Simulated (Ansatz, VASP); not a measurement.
This is a calculation of MnSb for VASP 6.6.1.

The input INCAR:

```
SYSTEM = MnSb
ALGO     = Normal         ! electronic algorithm
EDIFF    = 1E-7           ! SCF threshold, eV
ENCUT    = 520            ! plane-wave cutoff, eV
GGA      = RP             ! functional
ISIF     = 2              ! what is computed and relaxed
ISMEAR   = -1             ! smearing method
ISPIN    = 2              ! spin polarisation
LASPH    = .True.         ! aspherical terms in the spheres
LCHARG   = .True.         ! write CHGCAR
LELF     = .True.         ! ELF
LMAXMIX  = 4              ! l up to which the mixer works
LORBIT   = 11             ! projections on sites
LREAL    = .False.        ! projectors in reciprocal space
LVHAR    = .True.       
LWAVE    = .False.        ! write WAVECAR
MAGMOM   = 0 0 4 4        ! initial moments
NBANDS   = 30             ! bands
NELM     = 150            ! most SCF steps
PREC     = Accurate       ! precision mode
SIGMA    = 0.05           ! smearing width, eV
```

File KPOINTS:

```
k-points
0
Gamma
  7 7 5
  0 0 0
```

POSCAR

```
MnSb
1.0
    4.0652823512      0.0000000000      0.0000000000
   -2.0326411756      3.5206377897      0.0000000000
    0.0000000000      0.0000000000      5.6620077084
Sb Mn
2 2
Direct
    0.6666666667      0.3333333333      0.7500000000
    0.3333333333      0.6666666667      0.2500000000
    0.0000000000      0.0000000000      0.5000000000
    0.0000000000      0.0000000000      0.0000000000
```

Potentials or basis: VASP PAW PBE potentials, release 64 (Sb, Mn_pv).

Command:

```sh
$ cat potpaw_PBE.64/Sb/POTCAR potpaw_PBE.64/Mn_pv/POTCAR > POTCAR
$ mpirun -np 1 vasp_std > vasp.out
```

Task: Set up the same calculation for Ansatz 0.2.0. Potentials there: Ansatz PAW.

Result: As run (the cutoff follows the program's own potentials):

File input.yaml:

```yaml
crystal:
  lattice:
    - [4.0652823512, 0.0, 0.0]
    - [-2.0326411756, 3.5206377897, 0.0]
    - [0.0, 0.0, 5.6620077084]
  atoms:
    - { symbol: Sb, position: [0.6666666667, 0.3333333333, 0.75] }
    - { symbol: Sb, position: [0.3333333333, 0.6666666667, 0.25] }
    - { symbol: Mn, position: [0.0, 0.0, 0.5], spin: 4.0 }
    - { symbol: Mn, position: [0.0, 0.0, 0.0], spin: 4.0 }
hamiltonian:
  xc: rpbe
  pseudopotentials: { kind: paw }
magnetization:
  spin_polarized: true
kpoints:
  mp_grid: { grid: [7, 7, 5] }
scf:
  occupations: { method: fermi_dirac, width: 0.05 }
output:
  forces: true
  stress: true
  eigenvalues: true
```

Potentials or basis: Ansatz PAW.

Launch:

```console
$ ansatz run input.yaml --threads 2 --pin off --max-ram 5120MiB --backend cpu --events-out ev --progress --plain --runs-dir out
```

Both were run:

|  | VASP | Ansatz | Ansatz less VASP |
| --- | --- | --- | --- |
| gap on the k mesh at the Fermi level (eV) | none | none | - |
| pressure (GPa) | 2.9 | 3.0 | +0.09 |
| traceless stress, the component that is largest in VASP (GPa) | -0.87 | -0.90 | -0.025 |
| net moment per atom (μB) | 1.60 | 1.60 | +0.001 |
| size of the moment on the site where the two differ most (μB) | 3.27 | 3.28 | +0.015 |

VASP's potentials were made for PBE, not for RPBE. Site moments also hang on the region over which each program counts them. A gap of «none» marks a metal or a gap that the smearing closes. VASP's potentials hold 36 valence electrons a cell and Ansatz's 60, so a difference there can come from the potentials and not from the codes.

Spin-orbit coupling is off throughout.
